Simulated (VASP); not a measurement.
**Ca: single point with RPBE**

Crystal: Ca.

```
Ca
1.0
    -2.13864    2.13864    2.13864
     2.13864   -2.13864    2.13864
     2.13864    2.13864   -2.13864
Ca
1
Direct
  0.00000 0.00000 0.00000
```

This cell differs from its parent crystal: volume scaled by 0.88.

```yaml
Program: VASP 6.6.1
Task: single point
Functional: RPBE
Potentials_or_basis: VASP PAW PBE potentials, release 64 (Ca_sv)
Cutoff: 520 eV
k_mesh: 11 × 11 × 11
Occupations: fermi-dirac, width 0.1 eV
Spin: no spin polarisation
```

- Pressure: 2.5 GPa
- Band gap on the k mesh: zero (band 5 reaches 2.72 eV, above the bottom of band 6 at 2.42 eV)

Levels at points of the mesh, in eV from the Fermi level:
| k point | band 3 | band 4 | band 5 | band 6 | band 7 | band 8 |
| --- | --- | --- | --- | --- | --- | --- |
| (0.00, 0.00, 0.00) | -22.82 | -22.82 | -4.18 | 2.48 | 2.48 | 2.48 |

It took 8.2 s on 1 thread of Intel(R) Xeon(R) 6975P-C (Granite Rapids), on a shared host, peak memory 0.16 GiB.

Caveat: the PAW data sets were made with another functional, which shifts forces and pressure a little.
